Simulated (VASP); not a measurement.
**CuI: single point with r2SCAN**

The system is CuI.

```
CELL_PARAMETERS angstrom
4.05511 0.00000 0.00000
0.00000 4.05511 0.00000
0.00000 0.00000 6.66551
ATOMIC_POSITIONS crystal
Cu 0.50000 0.50000 0.00000
Cu 0.00000 0.00000 0.00000
I 0.50000 0.00000 0.25583
I 0.00000 0.50000 0.74417
```

This cell differs from its parent crystal: uniaxial z strain +5.0%.

* Program: VASP 6.6.1
* Task: single point
* Functional: r2SCAN
* Potentials or basis: VASP PAW PBE potentials, release 64 (Cu, I)
* Cutoff: 520 eV
* k mesh: 6 × 6 × 4
* Occupations: gaussian, width 0.01 eV
* Spin: no spin polarisation

```json
{
  "Pressure": "0.4 GPa",
  "Largest force": "0.005 eV/Å",
  "Band gap on the k mesh": "2.08 eV"
}
```

Forces on the atoms (eV/Å):
```
Cu   0.000  0.000  0.000
Cu   0.000  0.000  0.000
I    0.000  0.000 -0.005
I    0.000  0.000  0.005
```

Stress tensor (GPa, compression positive):
```
0.52 0.00 0.00
0.00 0.52 0.00
0.00 0.00 0.12
```

Levels at points of the mesh, in eV from the valence-band top:
```tsv
k point	band 14	band 15	band 16	band 17	band 18	band 19	band 20	band 21	band 22	band 23
(0.00, 0.00, 0.00)	-1.35	-1.13	-0.85	0.00	0.00	2.08	3.58	3.78	5.41	5.41
(0.50, 0.00, 0.00)	-1.87	-1.09	-1.09	-0.45	-0.45	4.04	4.04	5.38	5.38	6.83
(0.50, 0.50, 0.00)	-1.69	-1.66	-1.66	-1.03	-1.03	3.00	3.00	3.11	3.11	9.53
(0.00, 0.00, 0.50)	-1.28	-1.28	-1.13	-0.25	-0.25	3.64	3.77	3.97	4.90	6.10
(0.50, 0.00, 0.50)	-1.88	-0.76	-0.76	-0.43	-0.43	2.67	2.67	5.56	5.56	6.53
(0.50, 0.50, 0.50)	-1.75	-1.66	-1.66	-0.96	-0.96	4.24	4.24	4.36	4.36	6.36
```

Wall time 5.2 min on 1 thread of Intel(R) Xeon(R) Platinum 8488C (Sapphire Rapids), with other jobs on the host, peak memory 0.25 GiB.

Caveat: the cell differs from its parent crystal (uniaxial z strain +5.0%); the PAW data sets were made with another functional, which shifts forces and pressure a little; spin-orbit coupling is left out, which moves the levels of the heavy elements.
